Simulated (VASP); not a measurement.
Input of a VASP 6.6.1 run:

File INCAR:

```
PREC     = Accurate       # precision mode
ENCUT    = 600            # plane-wave cutoff, eV
EDIFF    = 1E-8           # SCF threshold, eV
ISMEAR   = -1             # smearing method
SIGMA    = 0.1            # smearing width, eV
LREAL    = False          # projectors in reciprocal space
LASPH    = True           # aspherical terms in the spheres
NELM     = 120            # most SCF steps
ALGO     = Normal         # electronic algorithm
ISIF     = 3              # what is computed and relaxed
LWAVE    = False          # write WAVECAR
LCHARG   = False          # write CHGCAR
IBRION   = 6              # ionic algorithm
NFREE    = 2            
POTIM    = 0.015          # step
NSW      = 1              # ionic steps
GGA_COMPAT= False
```

The input KPOINTS:

```
regular mesh
0
Gamma
  18 18 18
```

Contents of POSCAR:

```
NbC
1.0
    0.0000000000      2.1577457245      2.1577457245
    2.1577457245      0.0000000000      2.1577457245
    2.1577457245      2.1577457245      0.0000000000
Nb C
1 1
Direct
    0.0000000000      0.0000000000      0.0000000000
    0.5000000000      0.5000000000      0.5000000000
```

Potentials or basis: VASP PAW LDA potentials, release 64 (Nb_sv, C).

The run is started by

```sh
$ cat potpaw_LDA.64/Nb_sv/POTCAR potpaw_LDA.64/C/POTCAR > POTCAR
$ mpirun -np 1 vasp_std > vasp.out
```

**Question.** What does it give for the elastic constants C11, C12, C44?

**Answer.** 979, 143, 194 GPa.

**Question.** Predict the Voigt bulk modulus.

**Answer.** 422 GPa.

**Question.** Predict the highest phonon frequency at Γ.

**Answer.** 632 cm⁻¹.

Clamped-ion elastic tensor (GPa):
```
979 143 143   0   0   0
143 979 143   0   0   0
143 143 979   0   0   0
  0   0   0 194   0   0
  0   0   0   0 194   0
  0   0   0   0   0 194
```

Caveat: the cell is under stress, which shifts elastic constants.
